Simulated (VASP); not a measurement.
# SiC (R3m) in VASP: a series of runs

Runs on SiC. Level: PBE. Tasks: single point.

All numbers are computed with VASP 6.6.1; they aren't measurements. Logs are shortened: lines on timing, memory, paths and dates and some standing lists are left out, and cuts for length are marked.

### 1 The cell of the first run

It takes space group R3m (No. 160, trigonal). The conventional cell has a = 6.194 Å, b = 6.194 Å, c = 7.586 Å, α = 90.00°, β = 90.00°, γ = 120.00°. Si (site symmetry 3m) has 4 C at 1.84 to 2.10 Å within 2.4 Å. Si (site symmetry m) has 4 C at 1.90 Å within 2.5 Å. Within 2.5 Å of C (site symmetry 3m) lie 4 Si at 1.90 to 2.10 Å. C (site symmetry m) has 4 Si at 1.84 to 1.90 Å within 2.4 Å.

### 2 Single point, PBE (atom 1 (Si) moved -0.200 Å towards its neighbour atom 5 (C) at 1.896 Å)

INCAR

```
SYSTEM = SiC
ALGO = Normal ; EDIFF = 1E-7
ENCUT = 520 ; GGA = PE
ISIF = 2 ; ISMEAR = 0
LASPH = .TRUE. ; LCHARG = .FALSE.
LREAL = .FALSE. ; LWAVE = .FALSE.
NBANDS = 26 ; NELM = 60
PREC = Accurate ; SIGMA = 0.05
```

KPOINTS

```
k-points
0
G
  6 6 6
  0 0 0
```

POSCAR

```
SiC
1.0
    4.3797281854      0.0000000000      0.0000000000
    0.0000000000     -4.3797281854      0.0000000000
    0.0000000000      0.0000000000     -4.3797281854
Si C
4 4
Direct
    0.0263646621      0.0263646621      0.0263646621
    0.5000000000      0.5000000000      0.0000000000
    0.5000000000      0.0000000000      0.5000000000
    0.0000000000      0.5000000000      0.5000000000
    0.7500000000      0.7500000000      0.7500000000
    0.2500000000      0.2500000000      0.7500000000
    0.2500000000      0.7500000000      0.2500000000
    0.7500000000      0.2500000000      0.2500000000
```

Potentials or basis: VASP PAW PBE potentials, release 64 (Si, C).

Command:

```sh
$ cat potpaw_PBE.64/Si/POTCAR potpaw_PBE.64/C/POTCAR > POTCAR
$ mpirun -np 1 vasp_std > vasp.out
```

OUTCAR:

```text
SYSTEM = SiC
   EDIFF = 1E-7
   ENCUT = 520
   GGA = PE
   ISIF = 2
   ISMEAR = 0
   LASPH = .TRUE.
   LREAL = .FALSE.
   NELM = 60
   PREC = Accurate

 ion  position               nearest neighbor table
   1  0.026  0.026  0.026-   7 1.84   8 1.84   6 1.84   5 2.10   3 2.94   4 2.94   2 2.94   3 3.10
                             4 3.10   2 3.10   4 3.10   2 3.10   3 3.10
   2  0.500  0.500  0.000-   5 1.90   6 1.90   7 1.90   8 1.90   1 2.94   3 3.10   4 3.10   3 3.10
                             4 3.10   3 3.10   3 3.10   4 3.10   4 3.10   1 3.10   1 3.10
   3  0.500  0.000  0.500-   5 1.90   6 1.90   7 1.90   8 1.90   1 2.94   2 3.10   4 3.10   2 3.10
                             2 3.10   4 3.10   2 3.10   4 3.10   4 3.10   1 3.10   1 3.10
   4  0.000  0.500  0.500-   5 1.90   6 1.90   7 1.90   8 1.90   1 2.94   2 3.10   3 3.10   2 3.10
                             3 3.10   2 3.10   3 3.10   2 3.10   3 3.10   1 3.10   1 3.10
   5  0.750  0.750  0.750-   2 1.90   3 1.90   4 1.90   1 2.10
   6  0.250  0.250  0.750-   1 1.84   2 1.90   3 1.90   4 1.90
   7  0.250  0.750  0.250-   1 1.84   2 1.90   3 1.90   4 1.90
   8  0.750  0.250  0.250-   1 1.84   2 1.90   3 1.90   4 1.90

  LATTYP: Found a simple cubic cell.
 ALAT       =     4.3797281854

  Lattice vectors:

 A1 = (   4.3797281854,   0.0000000000,   0.0000000000)
 A2 = (   0.0000000000,  -4.3797281854,   0.0000000000)
 A3 = (   0.0000000000,   0.0000000000,  -4.3797281854)

Analysis of symmetry for initial positions (statically):
=====================================================================
 Subroutine PRICEL returns:
 Original cell was already a primitive cell.

 Routine SETGRP: Setting up the symmetry group for a
 simple cubic supercell.

 Subroutine GETGRP returns: Found  6 space group operations
 (whereof  6 operations were pure point group operations)
 out of a pool of 48 trial point group operations.

The static configuration has the point symmetry C_3v.

Analysis of symmetry for dynamics (positions and initial velocities):
=====================================================================
 Subroutine PRICEL returns:
 Original cell was already a primitive cell.

 Routine SETGRP: Setting up the symmetry group for a
 simple cubic supercell.

 Subroutine GETGRP returns: Found  6 space group operations
 (whereof  6 operations were pure point group operations)
 out of a pool of 48 trial point group operations.

The dynamic configuration has the point symmetry C_3v.

 Subroutine INISYM returns: Found  6 space group operations
 (whereof  6 operations are pure point group operations),
 and found     1 'primitive' translations

----------------------------------------------------------------------------------------

                                     Primitive cell

  volume of cell :      84.0120

  direct lattice vectors                    reciprocal lattice vectors
     4.379728185  0.000000000  0.000000000     0.228324672  0.000000000  0.000000000
     0.000000000 -4.379728185  0.000000000     0.000000000 -0.228324672  0.000000000
     0.000000000  0.000000000 -4.379728185     0.000000000  0.000000000 -0.228324672

  length of vectors
     4.379728185  4.379728185  4.379728185     0.228324672  0.228324672  0.228324672

  position of ions in fractional coordinates (direct lattice)
     0.026364662  0.026364662  0.026364662
     0.500000000  0.500000000  0.000000000
     0.500000000  0.000000000  0.500000000
     0.000000000  0.500000000  0.500000000
     0.750000000  0.750000000  0.750000000
     0.250000000  0.250000000  0.750000000
     0.250000000  0.750000000  0.250000000
     0.750000000  0.250000000  0.250000000

  ion indices of the primitive-cell ions
   primitive index   ion index
                 1           1
                 2           2
                 3           3
                 4           4
                 5           5
                 6           6
                 7           7
                 8           8

----------------------------------------------------------------------------------------

 KPOINTS: k-points

Automatic generation of k-mesh.
 Grid dimensions read from file:
 generate k-points for:    6    6    6

 Generating k-lattice:

  Cartesian coordinates                     Fractional coordinates (reciprocal lattice)
     0.038054112  0.000000000  0.000000000     0.166666667  0.000000000  0.000000000
     0.000000000 -0.038054112  0.000000000     0.000000000  0.166666667  0.000000000
     0.000000000  0.000000000 -0.038054112     0.000000000  0.000000000  0.166666667

  Length of vectors
     0.038054112  0.038054112  0.038054112

  Shift w.r.t. Gamma in fractional coordinates (k-lattice)
     0.000000000  0.000000000  0.000000000

 Subroutine IBZKPT returns following result:
 ===========================================

 Found     32 irreducible k-points:

 Following reciprocal coordinates:
            Coordinates               Weight
  0.000000  0.000000  0.000000      1.000000
  0.166667  0.000000  0.000000      6.000000
  0.333333  0.000000  0.000000      6.000000
  0.500000  0.000000  0.000000      3.000000
  0.166667  0.166667  0.000000      6.000000
 -0.166667  0.166667  0.000000      6.000000
[... 16 lines left out ...]
 -0.166667  0.333333  0.333333      6.000000
  0.500000  0.333333  0.166667     12.000000
 [... further k-points ...]
   k-points           NKPTS =     32   k-points in BZ     NKDIM =     32   number of bands    NBANDS=     26
   number of dos      NEDOS =    301   number of ions     NIONS =      8
   total plane-waves  NPLWV =  46656
   dimension x,y,z NGX =    36 NGY =   36 NGZ =   36
   dimension x,y,z NGXF=    72 NGYF=   72 NGZF=   72
   ions per type =               4   4
   NGX,Y,Z   is equivalent  to a cutoff of  13.66, 13.66, 13.66 a.u.
   NGXF,Y,Z  is equivalent  to a cutoff of  27.33, 27.33, 27.33 a.u.
 SYSTEM =  SiC
   PREC   = accura    normal or accurate (medium, high low for compatibility)
   ISTART =      0    job   : 0-new  1-cont  2-samecut
   ICHARG =      2    charge: 1-file 2-atom 10-const
   ISPIN  =      1    spin polarized calculation?
   LNONCOLLINEAR =      F non collinear calculations
   LSORBIT =      F    spin-orbit coupling
   LASPH  =      T    aspherical Exc in radial PAW
   ENCUT  =  520.0 eV  38.22 Ry    6.18 a.u.   8.14  8.14  8.14*2*pi/ulx,y,z
   NELM   =     60;   NELMIN=  2; NELMDL= -5     # of ELM steps
   EDIFF  = 0.1E-06   stopping-criterion for ELM
   LREAL  =      F    real-space projection
   EDIFFG = 0.1E-05   stopping-criterion for IOM
   NSW    =      0    number of steps for IOM
   IBRION =     -1    ionic relax: 0-MD 1-quasi-New 2-CG
   NFREE  =      0    steps in history (QN), initial steepest desc. (CG)
   ISIF   =      2    stress and relaxation
   ISYM   =      2    0-nonsym 1-usesym 2-fastsym
   POTIM  = 0.5000    time-step for ionic-motion
   TEBEG  =    0.0;   TEEND  =   0.0 temperature during run
   PSTRESS=    0.0 pullay stress
   NELECT =      32.0000    total number of electrons
   NUPDOWN=      -1.0000    fix difference up-down
   EMIN   =  10.00;   EMAX   =-10.00  energy-range for DOS
   EFERMI =   0.00;   METHOD = LEGACY
   ISMEAR =     0;   SIGMA  =   0.05  broadening in eV -4-tet -1-fermi 0-gaus
   EFERMI_NEDOS =   21; number of points for ismear=-14 and -15
   IALGO  =     38    algorithm
   IMIX   =      4    mixing-type and parameters
     AMIX     =   0.40;   BMIX     =  1.00
     AMIX_MAG =   1.60;   BMIX_MAG =  1.00
  volume/ion in A,a.u.               =      10.50        70.87
  Fermi-wavevector in a.u.,A,eV,Ry     =   1.186709  2.242555 19.160797  1.408279
  Thomas-Fermi vector in A             =   2.322876
   LORBIT       =      0    0 simple, 1 ext, 2 COOP (PROOUT), +10 PAW based schemes
   GGA     = PE    functional components
   LHFCALC =     F    Hartree Fock is set to
   AEXX    =    0.0000 exact exchange contribution
   IVDW    =     0    specifies the selected vdW correction
   LEPSILON=     F    determine dielectric tensor
   LRPA    =     F    only Hartree local field effects (RPA)
 non-spin polarized calculation
 Gauss-broadening in eV      SIGMA  =   0.05
  energy-cutoff  :      520.00
  volume of cell :       84.01
 maximum number of plane-waves:      2301
 NGX is ok and might be reduce to    36
   NGX = 17   NGY = 17   NGZ = 17

 number of electron      32.0000000 magnetization

 Free energy of the ion-electron system (eV)
  ---------------------------------------------------
  ext. energy  EPLUGINS =         0.00000000
  ---------------------------------------------------
  free energy    TOTEN  =       -59.82479224 eV

  energy without entropy =      -59.82479223  energy(sigma->0) =      -59.82479224

 E-fermi :   8.4487     XC(G=0): -11.2909

 val. band max:        8.2868655779   @ k =   0.0000   0.0000   0.0000
 cond. band min:       8.6104580018   @ k =   0.0000   0.0000   0.0000
 fundamental gap:      0.3235924238
 Fermi energy:         8.4486560082

 k-point     1 :       0.0000    0.0000    0.0000
  band No.  band energies     occupation
      1      -7.3991      2.00000
      2      -2.6099      2.00000
      3      -2.6099      2.00000
      4      -2.0924      2.00000
      5       0.1453      2.00000
      6       0.1453      2.00000
[... 18 lines left out ...]
     25      15.2556      0.00000
     26      15.2556      0.00000

 k-point     2 :       0.1667    0.0000    0.0000
  band No.  band energies     occupation
      1      -7.2222      2.00000
      2      -3.3501      2.00000
      3      -2.5630      2.00000
      4      -2.1484      2.00000
      5       0.2843      2.00000
      6       0.3246      2.00000
[... 18 lines left out ...]
     25      15.6948      0.00000
     26      15.7389      0.00000

 k-point     3 :       0.3333    0.0000    0.0000
  band No.  band energies     occupation
      1      -6.7002      2.00000
      2      -4.6459      2.00000
      3      -2.4636      2.00000
      4      -2.0436      2.00000
      5       0.6404      2.00000
      6       0.6685      2.00000
[... 18 lines left out ...]
     25      16.9018      0.00000
     26      16.9324      0.00000

 k-point     4 :       0.5000    0.0000    0.0000
  band No.  band energies     occupation
      1      -6.0118      2.00000
      2      -5.6233      2.00000
      3      -2.4107      2.00000
      4      -1.9774      2.00000
      5       0.8965      2.00000
      6       0.9086      2.00000
[... 18 lines left out ...]
     25      17.1522      0.00000
     26      17.2480      0.00000

 k-point     5 :       0.1667    0.1667    0.0000
  band No.  band energies     occupation
      1      -7.0476      2.00000
      2      -3.3407      2.00000
      3      -3.1147      2.00000
      4      -2.2872      2.00000
      5       0.4266      2.00000
      6       1.1465      2.00000
[... 18 lines left out ...]
     25      15.4888      0.00000
     26      16.1364      0.00000

 k-point     6 :      -0.1667    0.1667    0.0000
  band No.  band energies     occupation
      1      -7.0457      2.00000
      2      -3.3775      2.00000
      3      -3.1015      2.00000
      4      -2.2680      2.00000
      5       0.4148      2.00000
      6       1.0768      2.00000
[... 427 lines left out ...]
 k-point    21 :       0.3333    0.3333    0.1667
  band No.  band energies     occupation
      1      -5.8753      2.00000
      2      -4.1059      2.00000
      3      -3.8668      2.00000
      4      -2.9237      2.00000
      5       0.2353      2.00000
      6       1.0756      2.00000
[... 18 lines left out ...]
     25      16.6957      0.00000
     26      17.0638      0.00000

 k-point    22 :      -0.3333    0.3333    0.1667
  band No.  band energies     occupation
      1      -5.8604      2.00000
      2      -4.1560      2.00000
      3      -3.8633      2.00000
      4      -2.9143      2.00000
      5       0.2361      2.00000
      6       1.1131      2.00000
[... 18 lines left out ...]
     25      16.5304      0.00000
     26      17.0573      0.00000

 k-point    23 :      -0.1667    0.3333    0.3333
  band No.  band energies     occupation
      1      -5.8649      2.00000
      2      -4.1078      2.00000
      3      -3.8737      2.00000
      4      -2.9819      2.00000
      5       0.3996      2.00000
      6       1.1766      2.00000
[... 18 lines left out ...]
     25      16.5814      0.00000
     26      16.9093      0.00000

 k-point    24 :       0.5000    0.3333    0.1667
  band No.  band energies     occupation
      1      -5.2253      2.00000
      2      -4.8803      2.00000
      3      -3.6374      2.00000
      4      -3.1538      2.00000
      5       0.2362      2.00000
      6       0.6228      2.00000
[... 18 lines left out ...]
     25      16.5391      0.00000
     26      16.8513      0.00000

 [... further k-points ...]
[... 5 lines left out ...]
  --------------------------------------------------------------------------------------
  -------------------------------------------------------------------------------------
  Total        0.5008214      0.5008214      0.5008214      0.4557310     -0.4557310      0.4557310
  in kB        9.5510700      9.5510700      9.5510700      8.6911589     -8.6911589      8.6911589
  external PRESSURE =       9.5510700 kB  Pullay stress =       0.0000000 kB

 VOLUME and BASIS-vectors are now :
 -----------------------------------------------------------------------------
  energy-cutoff  :      520.00
  volume of cell :       84.01
      direct lattice vectors                 reciprocal lattice vectors
     4.379728185  0.000000000  0.000000000     0.228324672  0.000000000  0.000000000
     0.000000000 -4.379728185  0.000000000     0.000000000 -0.228324672  0.000000000
     0.000000000  0.000000000 -4.379728185     0.000000000  0.000000000 -0.228324672

 POSITION                                       TOTAL-FORCE (eV/Angst)
 -----------------------------------------------------------------------------------
      0.11547     -0.11547     -0.11547        -2.228104      2.228104      2.228104
      2.18986     -2.18986      0.00000         0.632562     -0.632562      0.517647
      2.18986      0.00000     -2.18986         0.632562      0.517647     -0.632562
      0.00000     -2.18986     -2.18986        -0.517647     -0.632562     -0.632562
      3.28480     -3.28480     -3.28480         0.564469     -0.564469     -0.564469
      1.09493     -1.09493     -3.28480         0.519512     -0.519512      0.122867
      1.09493     -3.28480     -1.09493         0.519512      0.122867     -0.519512
      3.28480     -1.09493     -1.09493        -0.122867     -0.519512     -0.519512
 -----------------------------------------------------------------------------------
    total drift:                                0.000005     -0.000005     -0.000005

  FREE ENERGIE OF THE ION-ELECTRON SYSTEM (eV)
  ---------------------------------------------------
  free  energy   TOTEN  =       -59.8247922413 eV

  energy  without entropy=      -59.8247922339  energy(sigma->0) =      -59.82479224
```

Wall time 44 s (1 thread of Intel Xeon 6975P-C (Granite Rapids), shared host); peak memory 0.22 GiB.

Results:

| Property | Result |
| --- | --- |
| Free energy | -59.8248 eV |
| Pressure | 1.0 GPa |
| Largest force | 3.859 eV/Å |
| Band gap on the k mesh | 0.32 eV, direct |

Forces in eV/Å, atoms in the order of the input:
```
Si  -2.228  2.228  2.228
Si   0.633 -0.633  0.518
Si   0.633  0.518 -0.633
Si  -0.518 -0.633 -0.633
C    0.564 -0.564 -0.564
C    0.520 -0.520  0.123
C    0.520  0.123 -0.520
C   -0.123 -0.520 -0.520
```

Caveat: the cell differs from its parent crystal (atom 1 (Si) moved -0.200 Å towards its neighbour atom 5 (C) at 1.896 Å); forces of over 1 eV/Å act on the atoms, so gaps and moduli don't describe the material at rest.

(Continued in part 2 of 2.)
